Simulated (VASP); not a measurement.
# BaZrO3 (Pm-3m) in VASP: single point with LDA

Aim: the single point of BaZrO3 with LDA.

All numbers are computed with VASP 6.6.1; they aren't measurements. Logs are shortened: lines on timing, memory, paths and dates and some standing lists are left out, and cuts for length are marked.

## 1. The cell of the first run

It takes space group Pm-3m (No. 221, cubic). The conventional cell has a = 4.147 Å, b = 4.147 Å, c = 4.147 Å, α = 90.00°, β = 90.00°, γ = 90.00°. Ba (site symmetry m-3m) has 12 O at 2.93 Å and 8 Zr at 3.59 Å within 3.9 Å. Within 2.7 Å of Zr (site symmetry m-3m) lie 6 O at 2.07 Å. O (site symmetry 4/mmm) has 2 Zr at 2.07 Å within 2.7 Å.

## 2. Single point, LDA

INCAR reads:

```
  PREC = Accurate
  ENCUT = 1340
  EDIFF = 1E-6
  ISMEAR = 0
  SIGMA = 0.01
  LREAL = F
  LASPH = T
  NELM = 120
  ALGO = Normal
  ISIF = 2
  LWAVE = F
  LCHARG = T
  LELF = T
  LVHAR = T
  NBANDS = 28
  GGA_COMPAT = F
```

KPOINTS reads:

```
Automatic mesh
0
Gamma
  5 5 5
```

POSCAR reads:

```
BaZrO3
1.0
    4.1474018404      0.0000000000      0.0000000000
    0.0000000000      4.1474018404      0.0000000000
    0.0000000000      0.0000000000      4.1474018404
Ba Zr O
1 1 3
Direct
    0.0000000000      0.0000000000      0.0000000000
    0.5000000000      0.5000000000      0.5000000000
    0.0000000000      0.5000000000      0.5000000000
    0.5000000000      0.0000000000      0.5000000000
    0.5000000000      0.5000000000      0.0000000000
```

Potentials or basis: VASP PAW LDA potentials, release 64 (Ba_sv, Zr_sv, O_h).

The run is started by

```console
cat potpaw_LDA.64/Ba_sv/POTCAR potpaw_LDA.64/Zr_sv/POTCAR potpaw_LDA.64/O_h/POTCAR > POTCAR
mpirun -np 1 vasp_std > vasp.out
```

OUTCAR:

```text
PREC = Accurate
   ENCUT = 1340
   EDIFF = 1E-6
   ISMEAR = 0
   LREAL = F
   LASPH = T
   NELM = 120
   ISIF = 2

 ion  position               nearest neighbor table
   1  0.000  0.000  0.000-   3 2.93   4 2.93   5 2.93   3 2.93   4 2.93   3 2.93   5 2.93   3 2.93
                             4 2.93   5 2.93   4 2.93   5 2.93   2 3.59   2 3.59   2 3.59   2 3.59
   2  0.500  0.500  0.500-   3 2.07   4 2.07   5 2.07   5 2.07   4 2.07   3 2.07   1 3.59   1 3.59
                             1 3.59   1 3.59   1 3.59   1 3.59   1 3.59   1 3.59
   3  0.000  0.500  0.500-   2 2.07   2 2.07   1 2.93   1 2.93   1 2.93   1 2.93
   4  0.500  0.000  0.500-   2 2.07   2 2.07   1 2.93   1 2.93   1 2.93   1 2.93
   5  0.500  0.500  0.000-   2 2.07   2 2.07   1 2.93   1 2.93   1 2.93   1 2.93

  LATTYP: Found a simple cubic cell.
 ALAT       =     4.1474018404

  Lattice vectors:

 A1 = (   4.1474018404,   0.0000000000,   0.0000000000)
 A2 = (   0.0000000000,   4.1474018404,   0.0000000000)
 A3 = (   0.0000000000,   0.0000000000,   4.1474018404)

Analysis of symmetry for initial positions (statically):
=====================================================================
 Subroutine PRICEL returns:
 Original cell was already a primitive cell.

 Routine SETGRP: Setting up the symmetry group for a
 simple cubic supercell.

 Subroutine GETGRP returns: Found 48 space group operations
 (whereof 48 operations were pure point group operations)
 out of a pool of 48 trial point group operations.

The static configuration has the point symmetry O_h .

Analysis of symmetry for dynamics (positions and initial velocities):
=====================================================================
 Subroutine PRICEL returns:
 Original cell was already a primitive cell.

 Routine SETGRP: Setting up the symmetry group for a
 simple cubic supercell.

 Subroutine GETGRP returns: Found 48 space group operations
 (whereof 48 operations were pure point group operations)
 out of a pool of 48 trial point group operations.

The dynamic configuration has the point symmetry O_h .

 Subroutine INISYM returns: Found 48 space group operations
 (whereof 48 operations are pure point group operations),
 and found     1 'primitive' translations

----------------------------------------------------------------------------------------

                                     Primitive cell

  volume of cell :      71.3392

  direct lattice vectors                    reciprocal lattice vectors
     4.147401840  0.000000000  0.000000000     0.241114808  0.000000000  0.000000000
     0.000000000  4.147401840  0.000000000     0.000000000  0.241114808  0.000000000
     0.000000000  0.000000000  4.147401840     0.000000000  0.000000000  0.241114808

  length of vectors
     4.147401840  4.147401840  4.147401840     0.241114808  0.241114808  0.241114808

  position of ions in fractional coordinates (direct lattice)
     0.000000000  0.000000000  0.000000000
     0.500000000  0.500000000  0.500000000
     0.000000000  0.500000000  0.500000000
     0.500000000  0.000000000  0.500000000
     0.500000000  0.500000000  0.000000000

  ion indices of the primitive-cell ions
   primitive index   ion index
                 1           1
                 2           2
                 3           3
                 4           4
                 5           5

----------------------------------------------------------------------------------------

 KPOINTS: Automatic mesh

Automatic generation of k-mesh.
 Grid dimensions read from file:
 generate k-points for:    5    5    5

 Generating k-lattice:

  Cartesian coordinates                     Fractional coordinates (reciprocal lattice)
     0.048222962  0.000000000  0.000000000     0.200000000  0.000000000  0.000000000
     0.000000000  0.048222962  0.000000000     0.000000000  0.200000000  0.000000000
     0.000000000  0.000000000  0.048222962     0.000000000  0.000000000  0.200000000

  Length of vectors
     0.048222962  0.048222962  0.048222962

  Shift w.r.t. Gamma in fractional coordinates (k-lattice)
     0.000000000  0.000000000  0.000000000

 Subroutine IBZKPT returns following result:
 ===========================================

 Found     10 irreducible k-points:

 Following reciprocal coordinates:
            Coordinates               Weight
  0.000000  0.000000  0.000000      1.000000
  0.200000  0.000000  0.000000      6.000000
  0.400000  0.000000  0.000000      6.000000
  0.200000  0.200000  0.000000     12.000000
  0.400000  0.200000  0.000000     24.000000
  0.400000  0.400000  0.000000     12.000000
  0.200000  0.200000  0.200000      8.000000
  0.400000  0.200000  0.200000     24.000000
  0.400000  0.400000  0.200000     24.000000
  0.400000  0.400000  0.400000      8.000000
   k-points           NKPTS =     10   k-points in BZ     NKDIM =     10   number of bands    NBANDS=     28
   number of dos      NEDOS =    301   number of ions     NIONS =      5
   total plane-waves  NPLWV = 125000
   dimension x,y,z NGX =    50 NGY =   50 NGZ =   50
   dimension x,y,z NGXF=   100 NGYF=  100 NGZF=  100
   ions per type =               1   1   3
   NGX,Y,Z   is equivalent  to a cutoff of  20.04, 20.04, 20.04 a.u.
   NGXF,Y,Z  is equivalent  to a cutoff of  40.08, 40.08, 40.08 a.u.
 SYSTEM =  unknown system
   PREC   = accura    normal or accurate (medium, high low for compatibility)
   ISTART =      0    job   : 0-new  1-cont  2-samecut
   ICHARG =      2    charge: 1-file 2-atom 10-const
   ISPIN  =      1    spin polarized calculation?
   LNONCOLLINEAR =      F non collinear calculations
   LSORBIT =      F    spin-orbit coupling
   LASPH  =      T    aspherical Exc in radial PAW
   ENCUT  = 1340.0 eV  98.49 Ry    9.92 a.u.  12.38 12.38 12.38*2*pi/ulx,y,z
   NELM   =    120;   NELMIN=  2; NELMDL= -5     # of ELM steps
   EDIFF  = 0.1E-05   stopping-criterion for ELM
   LREAL  =      F    real-space projection
   EDIFFG = 0.1E-04   stopping-criterion for IOM
   NSW    =      0    number of steps for IOM
   IBRION =     -1    ionic relax: 0-MD 1-quasi-New 2-CG
   NFREE  =      0    steps in history (QN), initial steepest desc. (CG)
   ISIF   =      2    stress and relaxation
   ISYM   =      2    0-nonsym 1-usesym 2-fastsym
   POTIM  = 0.5000    time-step for ionic-motion
   TEBEG  =    0.0;   TEEND  =   0.0 temperature during run
   PSTRESS=    0.0 pullay stress
   NELECT =      40.0000    total number of electrons
   NUPDOWN=      -1.0000    fix difference up-down
   EMIN   =  10.00;   EMAX   =-10.00  energy-range for DOS
   EFERMI =   0.00;   METHOD = LEGACY
   ISMEAR =     0;   SIGMA  =   0.01  broadening in eV -4-tet -1-fermi 0-gaus
   EFERMI_NEDOS =   21; number of points for ismear=-14 and -15
   IALGO  =     38    algorithm
   IMIX   =      4    mixing-type and parameters
     AMIX     =   0.40;   BMIX     =  1.00
     AMIX_MAG =   1.60;   BMIX_MAG =  1.00
  volume/ion in A,a.u.               =      14.27        96.28
  Fermi-wavevector in a.u.,A,eV,Ry     =   1.349953  2.551042 24.794899  1.822374
  Thomas-Fermi vector in A             =   2.477498
   LORBIT       =      0    0 simple, 1 ext, 2 COOP (PROOUT), +10 PAW based schemes
   GGA     = CA    functional components
   LHFCALC =     F    Hartree Fock is set to
   AEXX    =    0.0000 exact exchange contribution
   IVDW    =     0    specifies the selected vdW correction
   LEPSILON=     F    determine dielectric tensor
   LRPA    =     F    only Hartree local field effects (RPA)
 non-spin polarized calculation
 Gauss-broadening in eV      SIGMA  =   0.01
  energy-cutoff  :     1340.00
  volume of cell :       71.34
 maximum number of plane-waves:      8025
 NGX is ok and might be reduce to    50
   NGX = 25   NGY = 25   NGZ = 25

 number of electron      39.9999996 magnetization

 Free energy of the ion-electron system (eV)
  ---------------------------------------------------
  ext. energy  EPLUGINS =         0.00000000
  ---------------------------------------------------
  free energy    TOTEN  =       -45.76314622 eV

  energy without entropy =      -45.76314622  energy(sigma->0) =      -45.76314622

 E-fermi :   4.0167     XC(G=0): -11.3985

 val. band max:        3.9145272967   @ k =   0.4000   0.4000   0.4000
 cond. band min:       7.1638530365   @ k =   0.0000   0.0000   0.0000
 fundamental gap:      3.2493257398
 Fermi energy:         4.0167354990

 k-point     1 :       0.0000    0.0000    0.0000
  band No.  band energies     occupation
      1     -42.4387      2.00000
      2     -21.0129      2.00000
      3     -20.8232      2.00000
      4     -20.8232      2.00000
      5     -20.8232      2.00000
      6     -12.0779      2.00000
[... 20 lines left out ...]
     27      11.8665      0.00000
     28      11.8665      0.00000

 k-point     2 :       0.2000    0.0000    0.0000
  band No.  band energies     occupation
      1     -42.4372      2.00000
      2     -21.1223      2.00000
      3     -20.8201      2.00000
      4     -20.8201      2.00000
      5     -20.7891      2.00000
      6     -12.1226      2.00000
[... 20 lines left out ...]
     27      11.8695      0.00000
     28      12.2661      0.00000

 k-point     3 :       0.4000    0.0000    0.0000
  band No.  band energies     occupation
      1     -42.4349      2.00000
      2     -21.2788      2.00000
      3     -20.8152      2.00000
      4     -20.8152      2.00000
      5     -20.7453      2.00000
      6     -12.2843      2.00000
[... 20 lines left out ...]
     27      11.8647      0.00000
     28      12.7254      0.00000

 k-point     4 :       0.2000    0.2000    0.0000
  band No.  band energies     occupation
      1     -42.4358      2.00000
      2     -21.1326      2.00000
      3     -20.9238      2.00000
      4     -20.8172      2.00000
      5     -20.7539      2.00000
      6     -12.0489      2.00000
[... 144 lines left out ...]
     27      12.0519      0.00000
     28      12.7032      0.00000

 k-point     9 :       0.4000    0.4000    0.2000
  band No.  band energies     occupation
      1     -42.4299      2.00000
      2     -21.1128      2.00000
      3     -21.0742      2.00000
      4     -20.9140      2.00000
      5     -20.8497      2.00000
      6     -11.5772      2.00000
[... 20 lines left out ...]
     27      12.1692      0.00000
     28      13.1632      0.00000

 k-point    10 :       0.4000    0.4000    0.4000
  band No.  band energies     occupation
      1     -42.4277      2.00000
      2     -21.0778      2.00000
      3     -21.0674      2.00000
      4     -21.0674      2.00000
      5     -20.8583      2.00000
      6     -10.9307      2.00000
[... 20 lines left out ...]
     27      12.9985      0.00000
     28      12.9985      0.00000

------------------------ aborting loop because EDIFF is reached ----------------------------------------

  FORCE on cell =-STRESS in cart. coord.  units (eV):
  Direction    XX          YY          ZZ          XY          YZ          ZX
  --------------------------------------------------------------------------------------
  -------------------------------------------------------------------------------------
  Total        0.6164343      0.6164343      0.6164343     -0.0000000      0.0000000     -0.0000000
  in kB       13.8442370     13.8442370     13.8442370     -0.0000000      0.0000000     -0.0000000
  external PRESSURE =      13.8442370 kB  Pullay stress =       0.0000000 kB

 VOLUME and BASIS-vectors are now :
 -----------------------------------------------------------------------------
  energy-cutoff  :     1340.00
  volume of cell :       71.34
      direct lattice vectors                 reciprocal lattice vectors
     4.147401840  0.000000000  0.000000000     0.241114808  0.000000000  0.000000000
     0.000000000  4.147401840  0.000000000     0.000000000  0.241114808  0.000000000
     0.000000000  0.000000000  4.147401840     0.000000000  0.000000000  0.241114808

 POSITION                                       TOTAL-FORCE (eV/Angst)
 -----------------------------------------------------------------------------------
      0.00000      0.00000      0.00000         0.000000      0.000000      0.000000
      2.07370      2.07370      2.07370         0.000000      0.000000      0.000000
      0.00000      2.07370      2.07370         0.000000      0.000000      0.000000
      2.07370      0.00000      2.07370         0.000000      0.000000      0.000000
      2.07370      2.07370      0.00000         0.000000      0.000000      0.000000
 -----------------------------------------------------------------------------------
    total drift:                                0.000000     -0.000000      0.000000

  FREE ENERGIE OF THE ION-ELECTRON SYSTEM (eV)
  ---------------------------------------------------
  free  energy   TOTEN  =       -45.7631462219 eV

  energy  without entropy=      -45.7631462219  energy(sigma->0) =      -45.76314622
```

It took 86 s on 1 thread of AMD EPYC 7R43 (Zen 3), shared host; peak memory 0.31 GiB.

Results:

```yaml
Free_energy: -45.7631 eV
Pressure: 1.4 GPa
Band_gap_on_the_k_mesh: 3.25 eV (least direct gap 3.31 eV)
```

Caveat: spin-orbit coupling is left out, which moves the levels of the heavy elements; an odd mesh through Γ misses points on the zone boundary, where band edges can lie.
